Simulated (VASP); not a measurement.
Write the native input for VASP 6.6.1 that does the following.

```
Task                   : single point
Functional             : PBEsol
Potentials or basis    : VASP PAW PBE potentials, release 64 (Li_sv)
Cutoff                 : 750 eV
k mesh                 : 6 × 6 × 6
Occupations            : fermi-dirac, width 0.05 eV
Spin                   : no spin polarisation
Dipole correction      : no
Further INCAR settings : ALGO = Normal; EDIFF = 1e-06; NBANDS = 8
```

The structure of Li lies in POSCAR:

```
Li
1.0
    0.0000000000      2.8553200000      2.8553200000
    2.8553200000      0.0000000000      2.8553200000
    2.8553200000      2.8553200000      0.0000000000
Li
1
Direct
    0.0000000000      0.0000000000      0.0000000000
```

One way to write it, as run:

INCAR

```
SYSTEM = Li
  PREC = Accurate
  ENCUT = 750
  EDIFF = 1E-6
  ISMEAR = -1
  SIGMA = 0.05
  LREAL = .False.
  LASPH = .True.
  NELM = 120
  ALGO = Normal
  ISIF = 2
  LWAVE = .False.
  LCHARG = .False.
  GGA = PS
  NBANDS = 8
  GGA_COMPAT = .False.
```

KPOINTS

```
regular mesh
0
Gamma
  6 6 6
  0 0 0
```

Potentials or basis: VASP PAW PBE potentials, release 64 (Li_sv).

The run is started by

```sh
$ cat potpaw_PBE.64/Li_sv/POTCAR > POTCAR
$ mpirun -np 1 vasp_std > vasp.out
```

It gave:

The pressure is -2.8 GPa.

Caveat: the PAW data sets were made with another functional, which shifts forces and pressure a little.

Run time: 4 s on 1 thread of Intel(R) Xeon(R) 6975P-C (Granite Rapids), on a shared host, peak memory 0.18 GiB.
